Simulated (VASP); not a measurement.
In11Se12 (a cell with a defect): single point with LDA

In11Se12 (a cell with a defect):

```
In Se
1.0
    -3.97370    6.88264    0.00000
   -11.92109    0.00000    0.00000
    -1.98685    1.14711    8.12982
In Se
11 12
Direct
  0.42464 0.30810 0.35071
  0.50729 0.32885 0.00885
  0.55200 0.68148 0.78301
  0.42046 0.97645 0.35895
  0.50547 0.99561 0.01750
  0.89672 0.31675 0.35232
  0.01088 0.32765 0.01084
  0.93796 0.63527 0.35600
  0.01625 0.64331 0.01608
  0.94083 0.95844 0.36312
  0.01153 0.99637 0.02381
  0.20743 0.11920 0.85075
  0.05773 0.07278 0.51363
  0.20999 0.44923 0.83721
  0.06356 0.39349 0.50964
  0.17683 0.79332 0.85847
  0.10849 0.71358 0.49406
  0.70995 0.11751 0.85672
  0.57259 0.06503 0.51197
  0.73402 0.42607 0.81776
  0.53306 0.42594 0.49712
  0.72461 0.79990 0.83865
  0.56097 0.72148 0.45982
```

```
Program             : VASP 6.6.1
Task                : single point
Functional          : LDA
Potentials or basis : VASP PAW LDA potentials, release 64 (In_d, Se)
Cutoff              : 400 eV
k mesh              : 1 × 1 × 1, shifted
Occupations         : fermi-dirac, width 0.01 eV
Spin                : collinear spin
Starting moments    : [0.0, 0.0, 0.0, 0.0, 0.0, 0.0, 0.0, 0.0, 0.0, 0.0, 0.0, 0.0, 0.04, 0.0, 0.0, 0.01, 0.23, 0.01, 0.03, 0.02, 0.26, 0.03, 0.03] μB
Fixed moment        : 1 μB
```

```json
{"Pressure": "-1.4 GPa", "Largest force": "0.128 eV/Å", "Net moment": "1.00 μB per cell", "Site moments": "In +0.00, +0.01 (each value once); Se +0.01, +0.03, +0.00, +0.20, +0.23, +0.02 (each value once) μB", "Valence electrons inside the program's atomic spheres": "In 11.44, 11.42, 11.43, 11.46, 11.45 (each value once); Se 3.82, 3.81, 3.84, 3.77, 3.75, 3.83 (each value once)"}
```

Forces in eV/Å, atoms in the order of the input:
```
In  -0.016  0.001  0.038
In   0.013  0.001 -0.033
In   0.014 -0.020 -0.054
In   0.023  0.002  0.024
In  -0.014 -0.006 -0.042
In  -0.009  0.000  0.037
In   0.000 -0.003 -0.047
In   0.012  0.015  0.008
In  -0.035 -0.005 -0.051
In  -0.001  0.016  0.025
In   0.008 -0.003 -0.035
Se   0.015  0.006  0.127
Se   0.019  0.011 -0.088
Se  -0.013 -0.003  0.103
Se  -0.007 -0.005 -0.104
Se   0.006  0.015  0.044
Se  -0.005 -0.109 -0.054
Se   0.012  0.012  0.104
Se   0.008 -0.003 -0.100
Se  -0.027 -0.011  0.052
Se   0.074  0.049 -0.047
Se   0.015  0.000  0.047
Se  -0.092  0.043  0.046
```

Stress tensor (GPa, compression positive):
```
-1.15 -0.57  0.44
-0.57 -1.26  0.80
 0.44  0.80 -1.79
```

Wall time 4.8 min on 1 thread of Oxide Virtual Turin-like Processor, on a shared host, peak memory 0.44 GiB.

Caveat: the k points lie up to 0.83 Å⁻¹ apart, too coarse for converged energies, forces and pressures; the total moment is fixed, so each spin has its own Fermi level and the state may be an excited one.
